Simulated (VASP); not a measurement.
A run of VASP 6.6.1 is set up as follows.

INCAR

```
SYSTEM = Si
  PREC = Accurate
  ENCUT = 520
  EDIFF = 1E-6
  ISMEAR = -1
  SIGMA = 0.1
  LREAL = .False.
  LASPH = .True.
  NELM = 80
  ALGO = Normal
  ISIF = 2
  LWAVE = .False.
  LCHARG = .True.
  LELF = .True.
  LVHAR = .True.
  NBANDS = 8
```

KPOINTS

```
regular mesh
0
Gamma
  16 16 16
  0 0 0
```

Contents of POSCAR:

```
Si
1.0
    2.3595100016      0.0000000000      0.0000000000
    0.0000000000      2.3595100016      0.0000000000
    0.0000000000      0.0000000000      2.3595100016
Si
1
Direct
    0.0000000000      0.0000000000      0.0000000000
```

Potentials or basis: VASP PAW LDA potentials, release 64 (Si).

Launch:

```console
$ cat potpaw_LDA.64/Si/POTCAR > POTCAR
$ mpirun -np 1 vasp_std > vasp.out
```

Problem. What does it give for the pressure?

Solution. 27.6 GPa.

Problem. What does it give for the band gap on the k mesh?

Solution. Zero (band 2 reaches 18.53 eV, above the bottom of band 3 at 8.05 eV).
